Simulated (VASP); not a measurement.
# Mg2B (CdCl2 type) (R-3m) in VASP: single point with PBEsol

Aim: the single point of Mg2B (CdCl2 type) with PBEsol.

Program: VASP 6.6.1. These are calculated values, not measurements. Logs are shortened: lines on timing, memory, paths and dates and some standing lists are left out, and cuts for length are marked.

**1. The cell of the first run**

The typed cell holds 3 atoms: a = 4.073 Å, b = 4.073 Å, c = 4.073 Å, α = 59.98°, β = 59.98°, γ = 59.98°.

**2. Single point, PBEsol**

INCAR reads:

```
SYSTEM = Mg2B
PREC = Accurate
ENCUT = 520
EDIFF = 1E-6
ISMEAR = -1
SIGMA = 0.05
LREAL = .FALSE.
LASPH = .TRUE.
NELM = 100
ALGO = Normal
ISIF = 2
LWAVE = .FALSE.
LCHARG = .TRUE.
GGA = PS
LELF = .TRUE.
LVHAR = .TRUE.
NBANDS = 10
```

KPOINTS reads:

```
regular mesh
0
G
  13 13 13
  0 0 0
```

POSCAR reads:

```
Mg2B
1.0
    2.0357014482     -1.1753127791      3.3257760552
    0.0000000000      2.3506255582      3.3257760552
   -2.0357014482     -1.1753127791      3.3257760552
B Mg
1 2
Direct
    0.0000000000      0.0000000000      0.0000000000
    0.2499887413      0.2499887413      0.2499887413
    0.7500112587      0.7500112587      0.7500112587
```

Potentials or basis: VASP PAW PBE potentials, release 64 (B, Mg).

Run with:

```sh
$ cat potpaw_PBE.64/B/POTCAR potpaw_PBE.64/Mg/POTCAR > POTCAR
$ mpirun -np 1 vasp_std > vasp.out
```

OUTCAR:

```text
SYSTEM = Mg2B
   PREC = Accurate
   ENCUT = 520
   EDIFF = 1E-6
   ISMEAR = -1
   LREAL = .FALSE.
   LASPH = .TRUE.
   NELM = 100
   ISIF = 2
   GGA = PS

 ion  position               nearest neighbor table
   1  0.000  0.000  0.000-   3 2.49   2 2.49   3 2.49   2 2.49   3 2.49   2 2.49   3 2.49   2 2.49

   2  0.250  0.250  0.250-   1 2.49   1 2.49   1 2.49   1 2.49   3 2.88   3 2.88   3 2.88   3 2.88
                             3 2.88   3 2.88
   3  0.750  0.750  0.750-   1 2.49   1 2.49   1 2.49   1 2.49   2 2.88   2 2.88   2 2.88   2 2.88
                             2 2.88   2 2.88

  LATTYP: Found a trigonal (rhomboedric) cell.
 ALAT       =     4.0726191676
 COS(alpha) =     0.5002986014

  Lattice vectors:

 A1 = (   2.0357014482,  -1.1753127791,   3.3257760552)
 A2 = (   0.0000000000,   2.3506255582,   3.3257760552)
 A3 = (  -2.0357014482,  -1.1753127791,   3.3257760552)

Analysis of symmetry for initial positions (statically):
=====================================================================
 Subroutine PRICEL returns:
 Original cell was already a primitive cell.

 Routine SETGRP: Setting up the symmetry group for a
 trigonal (rhombohedral) supercell.

 Subroutine GETGRP returns: Found 12 space group operations
 (whereof 12 operations were pure point group operations)
 out of a pool of 12 trial point group operations.

The static configuration has the point symmetry D_3d.

Analysis of symmetry for dynamics (positions and initial velocities):
=====================================================================
 Subroutine PRICEL returns:
 Original cell was already a primitive cell.

 Routine SETGRP: Setting up the symmetry group for a
 trigonal (rhombohedral) supercell.

 Subroutine GETGRP returns: Found 12 space group operations
 (whereof 12 operations were pure point group operations)
 out of a pool of 12 trial point group operations.

The dynamic configuration has the point symmetry D_3d.

 Subroutine INISYM returns: Found 12 space group operations
 (whereof 12 operations are pure point group operations),
 and found     1 'primitive' translations

----------------------------------------------------------------------------------------

                                     Primitive cell

  volume of cell :      47.7432

  direct lattice vectors                    reciprocal lattice vectors
     2.035701448 -1.175312779  3.325776055     0.245615584 -0.141806224  0.100227234
     0.000000000  2.350625558  3.325776055     0.000000000  0.283612447  0.100227234
    -2.035701448 -1.175312779  3.325776055    -0.245615584 -0.141806224  0.100227234

  length of vectors
     4.072619168  4.072619168  4.072619168     0.300801460  0.300801460  0.300801460

  position of ions in fractional coordinates (direct lattice)
     0.000000000  0.000000000  0.000000000
     0.249988741  0.249988741  0.249988741
     0.750011259  0.750011259  0.750011259

  ion indices of the primitive-cell ions
   primitive index   ion index
                 1           1
                 2           2
                 3           3

----------------------------------------------------------------------------------------

 KPOINTS: regular mesh

Automatic generation of k-mesh.
 Grid dimensions read from file:
 generate k-points for:   13   13   13

 Generating k-lattice:

  Cartesian coordinates                     Fractional coordinates (reciprocal lattice)
     0.018893506 -0.010908171  0.007709787     0.076923077  0.000000000  0.000000000
     0.000000000  0.021816342  0.007709787     0.000000000  0.076923077  0.000000000
    -0.018893506 -0.010908171  0.007709787     0.000000000  0.000000000  0.076923077

  Length of vectors
     0.023138574  0.023138574  0.023138574

  Shift w.r.t. Gamma in fractional coordinates (k-lattice)
     0.000000000  0.000000000  0.000000000

 Subroutine IBZKPT returns following result:
 ===========================================

 Found    231 irreducible k-points:

 Following reciprocal coordinates:
            Coordinates               Weight
  0.000000  0.000000  0.000000      1.000000
  0.076923  0.000000  0.000000      6.000000
  0.153846 -0.000000  0.000000      6.000000
  0.230769 -0.000000  0.000000      6.000000
  0.307692 -0.000000  0.000000      6.000000
  0.384615 -0.000000  0.000000      6.000000
[... 16 lines left out ...]
  0.384615  0.153846  0.000000     12.000000
  0.461538  0.153846  0.000000     12.000000
 [... further k-points ...]
   k-points           NKPTS =    231   k-points in BZ     NKDIM =    231   number of bands    NBANDS=     10
   number of dos      NEDOS =    301   number of ions     NIONS =      3
   total plane-waves  NPLWV =  27000
   dimension x,y,z NGX =    30 NGY =   30 NGZ =   30
   dimension x,y,z NGXF=    60 NGYF=   60 NGZF=   60
   ions per type =               1   2
   NGX,Y,Z   is equivalent  to a cutoff of  12.25, 12.25, 12.25 a.u.
   NGXF,Y,Z  is equivalent  to a cutoff of  24.49, 24.49, 24.49 a.u.
 SYSTEM =  Mg2B
   PREC   = accura    normal or accurate (medium, high low for compatibility)
   ISTART =      0    job   : 0-new  1-cont  2-samecut
   ICHARG =      2    charge: 1-file 2-atom 10-const
   ISPIN  =      1    spin polarized calculation?
   LNONCOLLINEAR =      F non collinear calculations
   LSORBIT =      F    spin-orbit coupling
   LASPH  =      T    aspherical Exc in radial PAW
   ENCUT  =  520.0 eV  38.22 Ry    6.18 a.u.   7.57  7.57  7.57*2*pi/ulx,y,z
   NELM   =    100;   NELMIN=  2; NELMDL= -5     # of ELM steps
   EDIFF  = 0.1E-05   stopping-criterion for ELM
   LREAL  =      F    real-space projection
   EDIFFG = 0.1E-04   stopping-criterion for IOM
   NSW    =      0    number of steps for IOM
   IBRION =     -1    ionic relax: 0-MD 1-quasi-New 2-CG
   NFREE  =      0    steps in history (QN), initial steepest desc. (CG)
   ISIF   =      2    stress and relaxation
   ISYM   =      2    0-nonsym 1-usesym 2-fastsym
   POTIM  = 0.5000    time-step for ionic-motion
   TEBEG  =    0.0;   TEEND  =   0.0 temperature during run
   PSTRESS=    0.0 pullay stress
   NELECT =       7.0000    total number of electrons
   NUPDOWN=      -1.0000    fix difference up-down
   EMIN   =  10.00;   EMAX   =-10.00  energy-range for DOS
   EFERMI =   0.00;   METHOD = LEGACY
   ISMEAR =    -1;   SIGMA  =   0.05  broadening in eV -4-tet -1-fermi 0-gaus
   EFERMI_NEDOS =   21; number of points for ismear=-14 and -15
   IALGO  =     38    algorithm
   IMIX   =      4    mixing-type and parameters
     AMIX     =   0.40;   BMIX     =  1.00
     AMIX_MAG =   1.60;   BMIX_MAG =  1.00
  volume/ion in A,a.u.               =      15.91       107.40
  Fermi-wavevector in a.u.,A,eV,Ry     =   0.863251  1.631307 10.139084  0.745202
  Thomas-Fermi vector in A             =   1.981173
   LORBIT       =      0    0 simple, 1 ext, 2 COOP (PROOUT), +10 PAW based schemes
   GGA     = PS    functional components
   LHFCALC =     F    Hartree Fock is set to
   AEXX    =    0.0000 exact exchange contribution
   IVDW    =     0    specifies the selected vdW correction
   LEPSILON=     F    determine dielectric tensor
   LRPA    =     F    only Hartree local field effects (RPA)
 non-spin polarized calculation
  energy-cutoff  :      520.00
  volume of cell :       47.74
 maximum number of plane-waves:      1307
   NGX = 15   NGY = 15   NGZ = 15

 number of electron       7.0000000 magnetization

 Free energy of the ion-electron system (eV)
  ---------------------------------------------------
  ext. energy  EPLUGINS =         0.00000000
  ---------------------------------------------------
  free energy    TOTEN  =        -9.41420545 eV

  energy without entropy =       -9.40090511  energy(sigma->0) =       -9.40755528

 E-fermi :   2.7909     XC(G=0):  -9.3960

 val. band max:        2.7799764722   @ k =  -0.4615  -0.4615   0.3846
 cond. band min:       2.8095595800   @ k =   0.1538   0.0769   0.0769
 fundamental gap:      0.0295831078
 Fermi energy:         2.7909231464

 k-point     1 :       0.0000    0.0000    0.0000
  band No.  band energies     occupation
      1      -5.7711      2.00000
      2       3.7060      0.00000
      3       3.7082      0.00000
      4       3.7082      0.00000
      5       6.3965      0.00000
      6       8.0471      0.00000
      7       8.0544      0.00000
      8       8.0544      0.00000
      9      11.3084      0.00000
     10      11.3084      0.00000

 k-point     2 :       0.0769    0.0000    0.0000
  band No.  band energies     occupation
      1      -5.7025      2.00000
      2       3.2622      0.00016
      3       3.6595      0.00000
      4       3.6615      0.00000
      5       6.6399      0.00000
      6       8.1081      0.00000
      7       8.1559      0.00000
      8       8.1622      0.00000
      9      10.7405      0.00000
     10      10.7414      0.00000

 k-point     3 :       0.1538   -0.0000    0.0000
  band No.  band energies     occupation
      1      -5.4988      2.00000
      2       2.3128      1.99986
      3       3.5415      0.00000
      4       3.5433      0.00000
      5       6.8702      0.00000
      6       8.3573      0.00000
      7       8.3627      0.00000
      8       8.4180      0.00000
      9      10.1807      0.00000
     10      10.1833      0.00000

 k-point     4 :       0.2308   -0.0000    0.0000
  band No.  band energies     occupation
      1      -5.1674      2.00000
      2       1.2352      2.00000
      3       3.3976      0.00001
      4       3.3991      0.00001
      5       6.8240      0.00000
      6       8.2910      0.00000
      7       8.2947      0.00000
      8       8.8809      0.00000
      9      10.2680      0.00000
     10      10.2732      0.00000
[... 222 lines left out ...]
 k-point    22 :       0.3077    0.1538    0.0000
  band No.  band energies     occupation
      1      -4.7995      2.00000
      2       0.9441      2.00000
      3       2.7390      1.47675
      4       2.7589      1.30932
      5       6.4592      0.00000
      6       7.6203      0.00000
      7       8.5070      0.00000
      8       9.2032      0.00000
      9      10.5876      0.00000
     10      12.0558      0.00000

 k-point    23 :       0.3846    0.1538    0.0000
  band No.  band energies     occupation
      1      -4.3393      2.00000
      2       0.0020      2.00000
      3       2.4815      1.99590
      4       2.6663      1.84712
      5       6.2253      0.00000
      6       7.9204      0.00000
      7       8.7250      0.00000
      8       8.8682      0.00000
      9      11.0383      0.00000
     10      12.8177      0.00000

 k-point    24 :       0.4615    0.1538    0.0000
  band No.  band energies     occupation
      1      -3.8531      2.00000
      2      -0.8073      2.00000
      3       2.2134      1.99998
      4       2.6801      1.80358
      5       6.1496      0.00000
      6       7.8645      0.00000
      7       8.5287      0.00000
      8       9.4246      0.00000
      9      11.2871      0.00000
     10      13.4111      0.00000

 [... further k-points ...]
[... 5 lines left out ...]
  --------------------------------------------------------------------------------------
  -------------------------------------------------------------------------------------
  Total        0.0070758      0.0070758     -0.0021106      0.0000000      0.0000000     -0.0000000
  in kB        0.2374514      0.2374514     -0.0708273      0.0000000      0.0000000     -0.0000000
  external PRESSURE =       0.1346918 kB  Pullay stress =       0.0000000 kB

 VOLUME and BASIS-vectors are now :
 -----------------------------------------------------------------------------
  energy-cutoff  :      520.00
  volume of cell :       47.74
      direct lattice vectors                 reciprocal lattice vectors
     2.035701448 -1.175312779  3.325776055     0.245615584 -0.141806224  0.100227234
     0.000000000  2.350625558  3.325776055     0.000000000  0.283612447  0.100227234
    -2.035701448 -1.175312779  3.325776055    -0.245615584 -0.141806224  0.100227234

 POSITION                                       TOTAL-FORCE (eV/Angst)
 -----------------------------------------------------------------------------------
      0.00000      0.00000      0.00000         0.000000     -0.000000     -0.000000
      0.00000      0.00000      2.49422         0.000000      0.000000      0.000256
      0.00000      0.00000      7.48311         0.000000      0.000000     -0.000256
 -----------------------------------------------------------------------------------
    total drift:                                0.000000      0.000000     -0.000000

  FREE ENERGIE OF THE ION-ELECTRON SYSTEM (eV)
  ---------------------------------------------------
  free  energy   TOTEN  =        -9.4142054516 eV

  energy  without entropy=       -9.4009051072  energy(sigma->0) =       -9.40755528
```

It took 2.6 min on 1 thread of Intel Xeon 8259CL, shared host; peak memory 0.26 GiB.

What came out:

```
Free energy : -9.4142 eV
Pressure    : 0.0 GPa
```

Levels at points of the mesh, in eV from the Fermi level:
```csv
k point,band 2,band 3,band 4,band 5,band 6,band 7
"(0.00, 0.00, 0.00)",0.92,0.92,0.92,3.61,5.26,5.26
```

Caveat: the PAW data sets were made with another functional, which shifts forces and pressure a little.
